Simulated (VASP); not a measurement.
# Ti3Se (P-6m2) in VASP: further runs, part 2 of 2

VASP 6.6.1. Earlier steps stand in the parts before.

### Step 5. Single point, PBEsol (volume scaled by 1.02)

INCAR

```
PREC = Accurate ; ENCUT = 520
EDIFF = 1E-6 ; ISMEAR = -1
SIGMA = 0.05 ; LREAL = False
LASPH = True ; NELM = 60
ALGO = Normal ; ISIF = 2
LWAVE = False ; LCHARG = True
GGA = PS ; LELF = True
LVHAR = True ; NBANDS = 29
```

KPOINTS

```
regular mesh
0
Gamma
  10 10 4
```

POSCAR

```
Ti3Se
1.0
    3.2186213523      0.0000000000      0.0000000000
   -1.6093106762      2.7874078563      0.0000000000
    0.0000000000      0.0000000000      7.9953474932
Se Ti
1 3
Direct
    0.0000000000      0.0000000000      0.0000000000
    0.6666666667      0.3333333333      0.5000000000
    0.3333333333      0.6666666667      0.7729020000
    0.3333333333      0.6666666667      0.2270980000
```

Potentials or basis: VASP PAW PBE potentials, release 64 (Se, Ti_sv).

On the command line:

```
$ cat potpaw_PBE.64/Se/POTCAR potpaw_PBE.64/Ti_sv/POTCAR > POTCAR
$ mpirun -np 1 vasp_std > vasp.out
```

OUTCAR:

```text
PREC = Accurate
   ENCUT = 520
   EDIFF = 1E-6
   ISMEAR = -1
   LREAL = False
   LASPH = True
   NELM = 60
   ISIF = 2
   GGA = PS

 ion  position               nearest neighbor table
   1  0.000  0.000  0.000-   3 2.60   4 2.60   3 2.60   4 2.60   3 2.60   4 2.60
   2  0.667  0.333  0.500-   3 2.87   4 2.87   3 2.87   4 2.87   3 2.87   4 2.87
   3  0.333  0.667  0.773-   1 2.60   1 2.60   1 2.60   2 2.87   2 2.87   2 2.87
   4  0.333  0.667  0.227-   1 2.60   1 2.60   1 2.60   2 2.87   2 2.87   2 2.87

  LATTYP: Found a hexagonal cell.
 ALAT       =     3.2186213523
 C/A-ratio  =     2.4840907389

  Lattice vectors:

 A1 = (   3.2186213523,   0.0000000000,   0.0000000000)
 A2 = (  -1.6093106762,   2.7874078563,   0.0000000000)
 A3 = (   0.0000000000,   0.0000000000,   7.9953474932)

Analysis of symmetry for initial positions (statically):
=====================================================================
 Subroutine PRICEL returns:
 Original cell was already a primitive cell.

 Routine SETGRP: Setting up the symmetry group for a
 hexagonal supercell.

 Subroutine GETGRP returns: Found 12 space group operations
 (whereof 12 operations were pure point group operations)
 out of a pool of 24 trial point group operations.

The static configuration has the point symmetry D_3h.

Analysis of symmetry for dynamics (positions and initial velocities):
=====================================================================
 Subroutine PRICEL returns:
 Original cell was already a primitive cell.

 Routine SETGRP: Setting up the symmetry group for a
 hexagonal supercell.

 Subroutine GETGRP returns: Found 12 space group operations
 (whereof 12 operations were pure point group operations)
 out of a pool of 24 trial point group operations.

The dynamic configuration has the point symmetry D_3h.

 Subroutine INISYM returns: Found 12 space group operations
 (whereof 12 operations are pure point group operations),
 and found     1 'primitive' translations

----------------------------------------------------------------------------------------

                                     Primitive cell

  volume of cell :      71.7311

  direct lattice vectors                    reciprocal lattice vectors
     3.218621352  0.000000000  0.000000000     0.310692029  0.179378127  0.000000000
    -1.609310676  2.787407856  0.000000000     0.000000000  0.358756254  0.000000000
     0.000000000  0.000000000  7.995347493     0.000000000  0.000000000  0.125072738

  length of vectors
     3.218621352  3.218621352  7.995347493     0.358756254  0.358756254  0.125072738

  position of ions in fractional coordinates (direct lattice)
     0.000000000  0.000000000  0.000000000
     0.666666667  0.333333333  0.500000000
     0.333333333  0.666666667  0.772902000
     0.333333333  0.666666667  0.227098000

  ion indices of the primitive-cell ions
   primitive index   ion index
                 1           1
                 2           2
                 3           3
                 4           4

----------------------------------------------------------------------------------------

 KPOINTS: regular mesh

Automatic generation of k-mesh.
 Grid dimensions read from file:
 generate k-points for:   10   10    4

 Generating k-lattice:

  Cartesian coordinates                     Fractional coordinates (reciprocal lattice)
     0.031069203  0.017937813  0.000000000     0.100000000 -0.000000000  0.000000000
     0.000000000  0.035875625  0.000000000     0.000000000  0.100000000  0.000000000
     0.000000000  0.000000000  0.031268184     0.000000000  0.000000000  0.250000000

  Length of vectors
     0.035875625  0.035875625  0.031268184

  Shift w.r.t. Gamma in fractional coordinates (k-lattice)
     0.000000000  0.000000000  0.000000000

 Subroutine IBZKPT returns following result:
 ===========================================

 Found     42 irreducible k-points:

 Following reciprocal coordinates:
            Coordinates               Weight
  0.000000  0.000000  0.000000      1.000000
  0.100000 -0.000000  0.000000      6.000000
  0.200000 -0.000000  0.000000      6.000000
  0.300000  0.000000  0.000000      6.000000
  0.400000  0.000000  0.000000      6.000000
  0.500000  0.000000  0.000000      3.000000
[... 16 lines left out ...]
  0.300000  0.100000  0.250000     24.000000
  0.400000  0.100000  0.250000     24.000000
 [... further k-points ...]
   k-points           NKPTS =     42   k-points in BZ     NKDIM =     42   number of bands    NBANDS=     29
   number of dos      NEDOS =    301   number of ions     NIONS =      4
   total plane-waves  NPLWV =  34560
   dimension x,y,z NGX =    24 NGY =   24 NGZ =   60
   dimension x,y,z NGXF=    48 NGYF=   48 NGZF=  120
   ions per type =               1   3
   NGX,Y,Z   is equivalent  to a cutoff of  12.40, 12.40, 12.48 a.u.
   NGXF,Y,Z  is equivalent  to a cutoff of  24.79, 24.79, 24.95 a.u.
 SYSTEM =  unknown system
   PREC   = accura    normal or accurate (medium, high low for compatibility)
   ISTART =      0    job   : 0-new  1-cont  2-samecut
   ICHARG =      2    charge: 1-file 2-atom 10-const
   ISPIN  =      1    spin polarized calculation?
   LNONCOLLINEAR =      F non collinear calculations
   LSORBIT =      F    spin-orbit coupling
   LASPH  =      T    aspherical Exc in radial PAW
   ENCUT  =  520.0 eV  38.22 Ry    6.18 a.u.   5.98  5.98 14.87*2*pi/ulx,y,z
   NELM   =     60;   NELMIN=  2; NELMDL= -5     # of ELM steps
   EDIFF  = 0.1E-05   stopping-criterion for ELM
   LREAL  =      F    real-space projection
   EDIFFG = 0.1E-04   stopping-criterion for IOM
   NSW    =      0    number of steps for IOM
   IBRION =     -1    ionic relax: 0-MD 1-quasi-New 2-CG
   NFREE  =      0    steps in history (QN), initial steepest desc. (CG)
   ISIF   =      2    stress and relaxation
   ISYM   =      2    0-nonsym 1-usesym 2-fastsym
   POTIM  = 0.5000    time-step for ionic-motion
   TEBEG  =    0.0;   TEEND  =   0.0 temperature during run
   PSTRESS=    0.0 pullay stress
   NELECT =      42.0000    total number of electrons
   NUPDOWN=      -1.0000    fix difference up-down
   EMIN   =  10.00;   EMAX   =-10.00  energy-range for DOS
   EFERMI =   0.00;   METHOD = LEGACY
   ISMEAR =    -1;   SIGMA  =   0.05  broadening in eV -4-tet -1-fermi 0-gaus
   EFERMI_NEDOS =   21; number of points for ismear=-14 and -15
   IALGO  =     38    algorithm
   IMIX   =      4    mixing-type and parameters
     AMIX     =   0.40;   BMIX     =  1.00
     AMIX_MAG =   1.60;   BMIX_MAG =  1.00
  volume/ion in A,a.u.               =      17.93       121.02
  Fermi-wavevector in a.u.,A,eV,Ry     =   1.369584  2.588138 25.521269  1.875760
  Thomas-Fermi vector in A             =   2.495446
   LORBIT       =      0    0 simple, 1 ext, 2 COOP (PROOUT), +10 PAW based schemes
   GGA     = PS    functional components
   LHFCALC =     F    Hartree Fock is set to
   AEXX    =    0.0000 exact exchange contribution
   IVDW    =     0    specifies the selected vdW correction
   LEPSILON=     F    determine dielectric tensor
   LRPA    =     F    only Hartree local field effects (RPA)
 non-spin polarized calculation
  energy-cutoff  :      520.00
  volume of cell :       71.73
 maximum number of plane-waves:      1954
 NGX is ok and might be reduce to    24
   NGX = 11   NGY = 11   NGZ = 29

 number of electron      41.9999988 magnetization

 Free energy of the ion-electron system (eV)
  ---------------------------------------------------
  ext. energy  EPLUGINS =         0.00000000
  ---------------------------------------------------
  free energy    TOTEN  =       -30.86316327 eV

  energy without entropy =      -30.83849181  energy(sigma->0) =      -30.85082754

 E-fermi :   7.7170     XC(G=0): -11.3873

 val. band max:        7.7167035053   @ k =   0.1000   0.1000   0.0000
 cond. band min:       7.7226364122   @ k =   0.3000   0.2000   0.0000
 fundamental gap:      0.0059329069
 Fermi energy:         7.7170007337

 k-point     1 :       0.0000    0.0000    0.0000
  band No.  band energies     occupation
      1     -49.1270      2.00000
      2     -49.1090      2.00000
      3     -48.9581      2.00000
      4     -25.6911      2.00000
      5     -25.6055      2.00000
      6     -25.3345      2.00000
[... 21 lines left out ...]
     28       9.3511      0.00000
     29       9.3511      0.00000
[... 705 lines left out ...]
 k-point    24 :       0.4000    0.1000    0.2500
  band No.  band energies     occupation
      1     -49.0880      2.00000
      2     -49.0854      2.00000
      3     -48.9495      2.00000
      4     -25.6394      2.00000
      5     -25.6022      2.00000
      6     -25.5353      2.00000
[... 21 lines left out ...]
     28      10.2688      0.00000
     29      10.4302      0.00000

 [... further k-points ...]
[... 5 lines left out ...]
  --------------------------------------------------------------------------------------
  -------------------------------------------------------------------------------------
  Total       -2.7343507     -2.7343507     -3.0571604      0.0000000      0.0000000      0.0000000
  in kB      -61.0740951    -61.0740951    -68.2843305      0.0000000      0.0000000      0.0000000
  external PRESSURE =     -63.4775069 kB  Pullay stress =       0.0000000 kB

 VOLUME and BASIS-vectors are now :
 -----------------------------------------------------------------------------
  energy-cutoff  :      520.00
  volume of cell :       71.73
      direct lattice vectors                 reciprocal lattice vectors
     3.218621352  0.000000000  0.000000000     0.310692029  0.179378127  0.000000000
    -1.609310676  2.787407856  0.000000000     0.000000000  0.358756254  0.000000000
     0.000000000  0.000000000  7.995347493     0.000000000  0.000000000  0.125072738

 POSITION                                       TOTAL-FORCE (eV/Angst)
 -----------------------------------------------------------------------------------
      0.00000      0.00000      0.00000        -0.000000      0.000000      0.000000
      1.60931      0.92914      3.99767         0.000000     -0.000000      0.000000
     -0.00000      1.85827      6.17962         0.000000      0.000000      0.127163
     -0.00000      1.85827      1.81573         0.000000      0.000000     -0.127163
 -----------------------------------------------------------------------------------
    total drift:                                0.000000     -0.000000     -0.000000

  FREE ENERGIE OF THE ION-ELECTRON SYSTEM (eV)
  ---------------------------------------------------
  free  energy   TOTEN  =       -30.8631632713 eV

  energy  without entropy=      -30.8384918084  energy(sigma->0) =      -30.85082754
```

OSZICAR:

```text
N       E                     dE             d eps       ncg     rms          rms(c)
DAV:   1     0.517077645749E+03    0.51708E+03   -0.21553E+04  2436   0.172E+03
DAV:   2     0.300790530267E+02   -0.48700E+03   -0.47687E+03  2466   0.519E+02
DAV:   3    -0.291972376864E+02   -0.59276E+02   -0.57860E+02  4140   0.152E+02
DAV:   4    -0.350373691072E+02   -0.58401E+01   -0.58147E+01  3590   0.435E+01
DAV:   5    -0.353452957168E+02   -0.30793E+00   -0.30758E+00  3640   0.890E+00    0.159E+01
DAV:   6    -0.314624188217E+02    0.38829E+01   -0.26770E+01  3587   0.421E+01    0.655E+00
DAV:   7    -0.326268709099E+02   -0.11645E+01   -0.18390E+01  4174   0.234E+01    0.135E+01
DAV:   8    -0.308832955562E+02    0.17436E+01   -0.17746E+01  3676   0.139E+01    0.259E+00
DAV:   9    -0.308573966735E+02    0.25899E-01   -0.53880E-01  3385   0.422E+00    0.113E+00
DAV:  10    -0.308651882914E+02   -0.77916E-02   -0.73135E-02  3479   0.196E+00    0.552E-01
DAV:  11    -0.308630300181E+02    0.21583E-02   -0.28236E-02  3537   0.171E+00    0.113E-01
DAV:  12    -0.308631984394E+02   -0.16842E-03   -0.15141E-03  3256   0.375E-01    0.489E-02
DAV:  13    -0.308631638696E+02    0.34570E-04   -0.33447E-04  3854   0.146E-01    0.208E-02
DAV:  14    -0.308631646866E+02   -0.81692E-06   -0.51443E-05  3715   0.453E-02    0.941E-03
DAV:  15    -0.308631625547E+02    0.21319E-05   -0.72050E-06  2873   0.283E-02    0.367E-03
DAV:  16    -0.308631632713E+02   -0.71666E-06   -0.50198E-07  1693   0.724E-03
   1 F= -.30863163E+02 E0= -.30850828E+02  d E =-.246715E-01
```

Run time: 55 s. Hardware: 1 thread of Intel Xeon Platinum 8375C at 2.90GHz (Ice Lake), shared host; peak memory 0.22 GiB.

What came out:

| Item | Value |
| --- | --- |
| Free energy | -30.8632 eV |
| Pressure | -6.3 GPa |
| Largest force | 0.127 eV/Å |
| Band gap on the k mesh | zero (band 21 reaches 8.11 eV, above the bottom of band 22 at 7.55 eV) |

Forces in eV/Å, atoms in the order of the input:
```
Se   0.000  0.000  0.000
Ti   0.000  0.000  0.000
Ti   0.000  0.000  0.127
Ti   0.000  0.000 -0.127
```

Caveat: the PAW data sets were made with another functional, which shifts forces and pressure a little.

### Step 6. Overview

| cell | gap on the mesh (eV) | pressure (GPa) | largest force (eV/Å) |
| --- | --- | --- | --- |
| a = 3.154, b = 3.154, c = 7.835 Å, angles 90.0, 90.0, 120.0°, 4 atoms | none | 0.3 | 0.06 |
| a = 3.176, b = 3.176, c = 7.889 Å, angles 90.0, 90.0, 120.0°, 4 atoms | none | -2.1 | 0.01 |
| a = 3.197, b = 3.197, c = 7.943 Å, angles 90.0, 90.0, 120.0°, 4 atoms | none | -4.4 | 0.07 |
| a = 3.219, b = 3.219, c = 7.995 Å, angles 90.0, 90.0, 120.0°, 4 atoms | none | -6.3 | 0.13 |

Alike in all rows: task single point; level PBEsol; potentials or basis VASP PAW PBE potentials, release 64 (Se, Ti_sv); no spin polarisation; k mesh 10 × 10 × 4; cutoff (eV) 520; smearing fermi-dirac 0.05 eV.

Caveats: the PAW data sets were made with another functional, which shifts forces and pressure a little.

Absolute energies hang on the potentials; compare differences alone.
